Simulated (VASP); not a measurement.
## BP (pbe): single point with PBE

BP (pbe):

```xyz
2
Lattice="0.0000 2.2969 2.2644 2.2969 0.0000 2.2644 2.2969 2.2969 0.0000" Properties=species:S:1:pos:R:3 pbc="T T T"
B     0.0000    0.0000    0.0000
P     1.1485    1.1485    1.1322
```

| Property | Result |
| --- | --- |
| Program | VASP 6.6.1 |
| Task | single point |
| Functional | PBE |
| Potentials or basis | VASP PAW PBE potentials, release 64 (B, P) |
| Cutoff | 500 eV |
| k mesh | 8 × 8 × 8 |
| Occupations | gaussian, width 0.01 eV |
| Spin | no spin polarisation |

| Item | Value |
| --- | --- |
| Pressure | -2.6 GPa |
| Band gap on the k mesh | 1.09 eV, indirect (least direct gap 3.22 eV) |

Stress tensor (GPa, compression positive):
```
-3.86  0.00  0.00
 0.00 -3.86  0.00
 0.00  0.00 -0.19
```

Levels at points of the mesh, in eV from the valence-band top:
```tsv
k point	band 1	band 2	band 3	band 4	band 5	band 6	band 7	band 8	band 9
(0.00, 0.00, 0.00)	-15.35	-0.14	-0.14	0.00	3.22	3.31	3.31	6.94	11.27
(0.50, 0.00, 0.00)	-12.11	-8.96	-1.91	-1.73	3.53	4.54	4.70	9.96	14.24
(0.50, 0.50, 0.00)	-10.53	-8.47	-4.22	-4.22	1.18	1.46	11.82	11.82	14.97
(0.50, 0.00, 0.50)	-10.66	-8.60	-4.09	-4.06	1.34	1.66	11.68	11.96	14.80
```

It took 10 s on 1 thread of AMD EPYC 7R13 Processor (Zen 3), with other jobs on the host, peak memory 0.11 GiB.

A k mesh can miss the band edges. As with any semilocal functional, this PBE gap is likely too small.
